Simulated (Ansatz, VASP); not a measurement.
Cu in VASP and in Ansatz

```
Cu
1.0
     2.86253    0.00000    0.00000
     0.00000    2.86253    0.00000
     0.00000    0.00000    2.67634
Cu
2
Direct
  0.00000 0.00000 0.00000
  0.50000 0.50000 0.50000
```

Change from the starting cell: equal strain along all axes, cell held, atoms relaxed: -3.0 %.

Alike in both runs: task single point; functional PBE; k mesh 14 × 14 × 16; occupations gaussian, width 0.1 eV; no spin polarisation.

|  | VASP | Ansatz |
| --- | --- | --- |
| version | VASP 6.6.1 | Ansatz 0.2.0 |
| potentials or method | VASP PAW PBE potentials, release 64 (Cu), cutoff 520 eV | scalar-relativistic, plane waves, PAW |
| valence electrons in the cell | 22 | 38 |

```tsv
	VASP	Ansatz	Ansatz less VASP
gap on the k mesh at the Fermi level (eV)	none	none	-
pressure (GPa)	16.9	15.8	-1.04
traceless stress, the component that is largest in VASP (GPa)	0.32	0.30	-0.023
```

A gap of «none» marks a metal or a gap that the smearing closes. VASP's potentials hold 22 valence electrons a cell and Ansatz's 38, so a difference there can come from the potentials and not from the codes.
